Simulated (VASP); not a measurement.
# WS2 in VASP: notebook, part 2 of 2

VASP 6.6.1. Earlier steps stand in the parts before.

## 4. Single point, PBEsol+D3(BJ) (15.01 Å³/atom)

This run uses another cell than the first one, of 15.01 Å³/atom.

INCAR

```
  PREC = Accurate
  ENCUT = 520
  EDIFF = 1E-6
  ISMEAR = 0
  SIGMA = 0.02
  LREAL = False
  LASPH = True
  NELM = 60
  ALGO = Normal
  ISIF = 2
  LWAVE = False
  LCHARG = False
  GGA = PS
  IVDW = 12
  NBANDS = 35
```

KPOINTS

```
Automatic mesh
0
Gamma
  12 12 4
```

POSCAR

```
WS2
1.0
    3.0483378841      0.0000000000      0.0000000000
   -1.5241689420      2.6399380470      0.0000000000
    0.0000000000      0.0000000000     11.1880543693
W S
2 4
Direct
    0.3333333333      0.6666666667      0.7500000000
    0.6666666667      0.3333333333      0.2500000000
    0.3333333333      0.6666666667      0.1088063933
    0.6666666667      0.3333333333      0.6088063933
    0.3333333333      0.6666666667      0.3911936067
    0.6666666667      0.3333333333      0.8911936067
```

Potentials or basis: VASP PAW PBE potentials, release 64 (W_sv, S).

Command:

```sh
> cat potpaw_PBE.64/W_sv/POTCAR potpaw_PBE.64/S/POTCAR > POTCAR
> mpirun -np 1 vasp_std > vasp.out
```

OUTCAR:

```text
PREC = Accurate
   ENCUT = 520
   EDIFF = 1E-6
   ISMEAR = 0
   LREAL = False
   LASPH = True
   NELM = 60
   ISIF = 2
   GGA = PS
   IVDW = 12
 IVDW          = 12

 ion  position               nearest neighbor table
   1  0.333  0.667  0.750-   4 2.36   6 2.36   4 2.36   6 2.36   4 2.36   6 2.36
   2  0.667  0.333  0.250-   3 2.36   5 2.36   3 2.36   5 2.36   3 2.36   5 2.36
   3  0.333  0.667  0.109-   2 2.36   2 2.36   2 2.36
   4  0.667  0.333  0.609-   1 2.36   1 2.36   1 2.36
   5  0.333  0.667  0.391-   2 2.36   2 2.36   2 2.36
   6  0.667  0.333  0.891-   1 2.36   1 2.36   1 2.36

  LATTYP: Found a hexagonal cell.
 ALAT       =     3.0483378841
 C/A-ratio  =     3.6702146529

  Lattice vectors:

 A1 = (   3.0483378841,   0.0000000000,   0.0000000000)
 A2 = (  -1.5241689420,   2.6399380470,   0.0000000000)
 A3 = (   0.0000000000,   0.0000000000,  11.1880543693)

Analysis of symmetry for initial positions (statically):
=====================================================================
 Subroutine PRICEL returns:
 Original cell was already a primitive cell.

 Routine SETGRP: Setting up the symmetry group for a
 hexagonal supercell.

 Subroutine GETGRP returns: Found 24 space group operations
 (whereof 12 operations were pure point group operations)
 out of a pool of 24 trial point group operations.

The static configuration has the point symmetry D_3d.
 The point group associated with its full space group is D_6h.

Analysis of symmetry for dynamics (positions and initial velocities):
=====================================================================
 Subroutine PRICEL returns:
 Original cell was already a primitive cell.

 Routine SETGRP: Setting up the symmetry group for a
 hexagonal supercell.

 Subroutine GETGRP returns: Found 24 space group operations
 (whereof 12 operations were pure point group operations)
 out of a pool of 24 trial point group operations.

[... 131 lines left out ...]
  Fermi-wavevector in a.u.,A,eV,Ry     =   1.363344  2.576347 25.289245  1.858707
  Thomas-Fermi vector in A             =   2.489755
   LORBIT       =      0    0 simple, 1 ext, 2 COOP (PROOUT), +10 PAW based schemes
   GGA     = PS    functional components
   LHFCALC =     F    Hartree Fock is set to
   AEXX    =    0.0000 exact exchange contribution
   IVDW    =    12    specifies the selected vdW correction
   LEPSILON=     F    determine dielectric tensor
   LRPA    =     F    only Hartree local field effects (RPA)
 non-spin polarized calculation
 Gauss-broadening in eV      SIGMA  =   0.02
  energy-cutoff  :      520.00
  volume of cell :       90.04
 maximum number of plane-waves:      2445
 NGX is ok and might be reduce to    24
   NGX = 11   NGY = 11   NGZ = 41

 number of electron      51.9999998 magnetization

 Free energy of the ion-electron system (eV)
  ---------------------------------------------------
  ext. energy  EPLUGINS =         0.00000000
  ---------------------------------------------------
  free energy    TOTEN  =       -49.94088231 eV

  energy without entropy =      -49.94088231  energy(sigma->0) =      -49.94088231

 E-fermi :  10.0923     XC(G=0): -12.1540

 val. band max:       10.0054596071   @ k =   0.0000   0.0000   0.0000
 cond. band min:      10.2744729955   @ k =   0.1667   0.1667   0.0000
 fundamental gap:      0.2690133885
 Fermi energy:        10.0923418347

 k-point     1 :       0.0000    0.0000    0.0000
  band No.  band energies     occupation
      1     -64.7496      2.00000
      2     -64.7496      2.00000
      3     -29.1246      2.00000
      4     -29.1241      2.00000
      5     -28.8117      2.00000
      6     -28.8117      2.00000
[... 901 lines left out ...]
     34      14.1817      0.00000
     35      15.3338      0.00000

 [... further k-points ...]

------------------------ aborting loop because EDIFF is reached ----------------------------------------

 Edisp (eV)   -2.75626

 E8    (eV) :    -1.7905

  FORCE on cell =-STRESS in cart. coord.  units (eV):
  Direction    XX          YY          ZZ          XY          YZ          ZX
  --------------------------------------------------------------------------------------
  -------------------------------------------------------------------------------------
  Total       5.65662     5.65662     5.74137     0.00000    -0.00000     0.00000
  in kB     100.65977   100.65977   102.16787     0.00000    -0.00000     0.00000
  external pressure =      101.16 kB  Pullay stress =        0.00 kB

 VOLUME and BASIS-vectors are now :
 -----------------------------------------------------------------------------
  energy-cutoff  :      520.00
  volume of cell :       90.04
      direct lattice vectors                 reciprocal lattice vectors
     3.048337884  0.000000000  0.000000000     0.328047624  0.189398384  0.000000000
    -1.524168942  2.639938047  0.000000000     0.000000000  0.378796768  0.000000000
     0.000000000  0.000000000 11.188054369     0.000000000  0.000000000  0.089381046

 POSITION                                       TOTAL-FORCE (eV/Angst)
 -----------------------------------------------------------------------------------
     -0.00000      1.75996      8.39104        -0.000000     -0.000000      0.000000
      1.52417      0.87998      2.79701        -0.000000      0.000000      0.000000
     -0.00000      1.75996      1.21733        -0.000000      0.000000     -0.024207
      1.52417      0.87998      6.81136         0.000000     -0.000000     -0.024207
     -0.00000      1.75996      4.37670         0.000000      0.000000      0.024207
      1.52417      0.87998      9.97072         0.000000     -0.000000      0.024207
 -----------------------------------------------------------------------------------
    total drift:                               -0.000000      0.000000     -0.000000

  FREE ENERGIE OF THE ION-ELECTRON SYSTEM (eV)
  ---------------------------------------------------
  free  energy   TOTEN  =       -52.6971465760 eV

  energy  without entropy=      -52.6971465760  energy(sigma->0) =      -52.69714658
```

OSZICAR:

```text
N       E                     dE             d eps       ncg     rms          rms(c)
DAV:   1     0.520950955018E+03    0.52095E+03   -0.28546E+04  4198   0.153E+03
DAV:   2    -0.173360478649E+02   -0.53829E+03   -0.51953E+03  4494   0.430E+02
DAV:   3    -0.513840747310E+02   -0.34048E+02   -0.33385E+02  4839   0.102E+02
DAV:   4    -0.522018486727E+02   -0.81777E+00   -0.81138E+00  4845   0.160E+01
DAV:   5    -0.522154260681E+02   -0.13577E-01   -0.13566E-01  4818   0.220E+00    0.449E+01
DAV:   6    -0.502907738765E+02    0.19247E+01   -0.56172E+00  4608   0.164E+01    0.194E+01
DAV:   7    -0.500845904435E+02    0.20618E+00   -0.23914E+00  4343   0.755E+00    0.651E+00
DAV:   8    -0.499445110582E+02    0.14008E+00   -0.45713E-01  4462   0.448E+00    0.270E+00
DAV:   9    -0.499452796525E+02   -0.76859E-03   -0.52311E-02  4785   0.113E+00    0.148E+00
DAV:  10    -0.499413339434E+02    0.39457E-02   -0.30329E-02  4779   0.114E+00    0.562E-01
DAV:  11    -0.499408779471E+02    0.45600E-03   -0.30916E-03  4458   0.357E-01    0.849E-02
DAV:  12    -0.499408781809E+02   -0.23384E-06   -0.10672E-04  4569   0.683E-02    0.870E-02
DAV:  13    -0.499408910564E+02   -0.12875E-04   -0.22992E-05  4663   0.314E-02    0.625E-02
DAV:  14    -0.499408824183E+02    0.86381E-05   -0.21430E-05  4656   0.305E-02    0.185E-02
DAV:  15    -0.499408823107E+02    0.10763E-06   -0.25499E-06  3482   0.899E-03
   1 F= -.52697147E+02 E0= -.52697147E+02  d E =-.124833E-12
```

stdout:

```text
POSCAR found type information on POSCAR W S
 POSCAR found :  2 types and       6 ions
 scaLAPACK will be used
 -----------------------------------------------------------------------------
|                                                                             |
|                                                                             |
|     You enforced a specific xc type in the INCAR file but a different       |
|     I HOPE YOU KNOW WHAT YOU ARE DOING!                                     |
|                                                                             |
 -----------------------------------------------------------------------------

 LDA part: xc-table for (Slater+PW92), standard interpolation
 POSCAR, INCAR and KPOINTS ok, starting setup
 FFT: planning ... GRIDC
 FFT: planning ... GRID_SOFT
 FFT: planning ... GRID
 WAVECAR not read
 entering main loop
```

Wall time 6.3 min (1 thread of Intel Xeon 8259CL, shared host); peak memory 0.31 GiB.

What came out:

| Property | Result |
| --- | --- |
| Free energy | -52.6971 eV |
| Pressure | 10.1 GPa |
| Largest force | 0.024 eV/Å |
| Band gap on the k mesh | 0.27 eV (least direct gap 1.56 eV) |
| Dispersion energy per atom | -0.459 eV |

Forces in eV/Å, atoms in the order of the input:
```
W    0.000  0.000  0.000
W    0.000  0.000  0.000
S    0.000  0.000 -0.024
S    0.000  0.000 -0.024
S    0.000  0.000  0.024
S    0.000  0.000  0.024
```

Levels at points of the mesh, in eV from the valence-band top:
```tsv
k point	band 22	band 23	band 24	band 25	band 26	band 27	band 28	band 29	band 30	band 31
(0.00, 0.00, 0.00)	-2.34	-2.34	-2.10	-0.93	0.00	1.93	1.93	2.14	2.14	2.17
(0.50, 0.00, 0.00)	-3.20	-2.47	-2.42	-1.97	-1.74	2.18	2.41	2.52	2.83	3.09
(0.00, 0.00, 0.50)	-2.44	-2.44	-2.44	-0.26	-0.26	2.04	2.04	2.04	2.04	2.36
(0.50, 0.00, 0.50)	-3.62	-2.13	-2.13	-2.11	-2.11	2.44	2.44	2.71	2.71	3.27
```

Caveat: the cell stands under pressure; the PAW data sets were made with another functional, which shifts forces and pressure a little; spin-orbit coupling is left out, which moves the levels of the heavy elements. A k mesh can miss the band edges.

## 5. Single point, PBEsol+D3(BJ) (15.50 Å³/atom)

This run uses another cell than the first one, of 15.50 Å³/atom.

INCAR

```
  PREC = Accurate
  ENCUT = 520
  EDIFF = 1E-6
  ISMEAR = 0
  SIGMA = 0.02
  LREAL = F
  LASPH = T
  NELM = 60
  ALGO = Normal
  ISIF = 2
  LWAVE = F
  LCHARG = T
  GGA = PS
  IVDW = 12
  LELF = T
  LVHAR = T
  NBANDS = 35
```

KPOINTS

```
regular mesh
0
Gamma
  12 12 4
```

POSCAR

```
WS2
1.0
    3.0739142702      0.0000000000      0.0000000000
   -1.5369571351      2.6620878471      0.0000000000
    0.0000000000      0.0000000000     11.3653740670
W S
2 4
Direct
    0.3333333333      0.6666666667      0.7500016485
    0.6666666667      0.3333333333      0.2499983515
    0.3333333333      0.6666666667      0.1112446113
    0.6666666667      0.3333333333      0.6112476748
    0.3333333333      0.6666666667      0.3887523252
    0.6666666667      0.3333333333      0.8887553887
```

Command:

```sh
> cat potpaw_PBE.64/W_sv/POTCAR potpaw_PBE.64/S/POTCAR > POTCAR
> mpirun -np 1 vasp_std > vasp.out
```

Run time: 6.7 min. Hardware: 1 thread of Intel Xeon 8259CL, shared host; peak memory 0.32 GiB.

It converged, with:

```
Free energy                : -52.8439 eV
Pressure                   : 5.9 GPa
Largest force              : 0.020 eV/Å
Band gap on the k mesh     : 0.41 eV (least direct gap 1.77 eV)
Dispersion energy per atom : -0.444 eV
```

Forces in eV/Å, atoms in the order of the input:
```
W    0.000  0.000  0.000
W    0.000  0.000  0.000
S    0.000  0.000 -0.020
S    0.000  0.000 -0.020
S    0.000  0.000  0.020
S    0.000  0.000  0.020
```

Stress tensor (GPa, compression positive):
```
5.89 0.00 0.00
0.00 5.89 0.00
0.00 0.00 5.98
```

Levels at points of the mesh, in eV from the valence-band top:
```
           k point  band 23  band 24  band 25  band 26  band 27  band 28  band 29  band 30
(0.00, 0.00, 0.00)    -2.32    -1.91    -1.04     0.00     2.03     2.03     2.17     2.17
(0.50, 0.00, 0.00)    -2.35    -2.28    -1.87    -1.76     2.28     2.36     2.46     2.87
(0.00, 0.00, 0.50)    -2.40    -2.40    -0.28    -0.27     2.10     2.10     2.10     2.10
(0.50, 0.00, 0.50)    -2.05    -2.05    -2.02    -2.02     2.39     2.39     2.72     2.72
```

Caveat: the cell stands under pressure; the PAW data sets were made with another functional, which shifts forces and pressure a little; spin-orbit coupling is left out, which moves the levels of the heavy elements. A k mesh can miss the band edges.

## 6. Overview

| cell | gap on the mesh (eV) | pressure (GPa) | largest force (eV/Å) |
| --- | --- | --- | --- |
| a = 3.115, b = 3.115, c = 12.130 Å, angles 90.0, 90.0, 120.0°, 6 atoms, atomic positions A | 0.86 | -0.8 | 0.03 |
| a = 3.019, b = 3.019, c = 11.027 Å, angles 90.0, 90.0, 120.0°, 6 atoms, atomic positions B | 0.11 | 15.3 | 0.01 |
| a = 3.048, b = 3.048, c = 11.188 Å, angles 90.0, 90.0, 120.0°, 6 atoms, atomic positions C | 0.27 | 10.1 | 0.02 |
| a = 3.074, b = 3.074, c = 11.365 Å, angles 90.0, 90.0, 120.0°, 6 atoms, atomic positions D | 0.41 | 5.9 | 0.02 |

Alike in all rows: task single point; level PBEsol+D3(BJ); potentials or basis VASP PAW PBE potentials, release 64 (W_sv, S); no spin polarisation; k mesh 12 × 12 × 4; cutoff (eV) 520; smearing gaussian 0.02 eV.

Caveats: the PAW data sets were made with another functional, which shifts forces and pressure a little; spin-orbit coupling is left out, which moves the levels of the heavy elements; the cell stands under pressure (at least some runs).

Total energies depend on the potentials used, so only differences within one code and one set of settings carry meaning.
